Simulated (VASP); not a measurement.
# C: single point with PBEsol

C:

```
C
1.0
     0.00000    1.77690    1.77690
     1.77690    0.00000    1.77690
     1.77690    1.77690    0.00000
C
2
Direct
  0.00000 0.00000 0.00000
  0.25000 0.25000 0.25000
```

| Property | Result |
| --- | --- |
| Program | VASP 6.6.1 |
| Task | single point |
| Functional | PBEsol |
| Potentials or basis | VASP PAW PBE potentials, release 64 (C) |
| Cutoff | 600 eV |
| k mesh | 12 × 12 × 12 |
| Occupations | gaussian, width 0.02 eV |
| Spin | no spin polarisation |
| Dipole correction | no |
| Further INCAR settings | ALGO = Normal; EDIFF = 1e-06; NBANDS = 11 |

```json
{
  "Pressure": "0.4 GPa",
  "Band gap on the k mesh": "4.06 eV, indirect (least direct gap 5.57 eV)"
}
```

Levels at points of the mesh, in eV from the valence-band top:
```
           k point  band 1  band 2  band 3  band 4  band 5  band 6  band 7  band 8
(0.00, 0.00, 0.00)  -21.67    0.00    0.00    0.00    5.57    5.57    5.57   13.62
(0.50, 0.00, 0.00)  -15.77  -13.59   -2.84   -2.84    8.43    8.43    8.99   15.59
(0.50, 0.50, 0.00)  -12.85  -12.85   -6.40   -6.40    4.62    4.62   16.95   16.95
```

Wall time 3.6 s on 1 thread of Intel(R) Xeon(R) 6975P-C (Granite Rapids), with other jobs on the host, peak memory 0.12 GiB.

Caveat: the PAW data sets were made with another functional, which shifts forces and pressure a little. A hybrid or GW would open this gap; PBEsol tends to underestimate it.
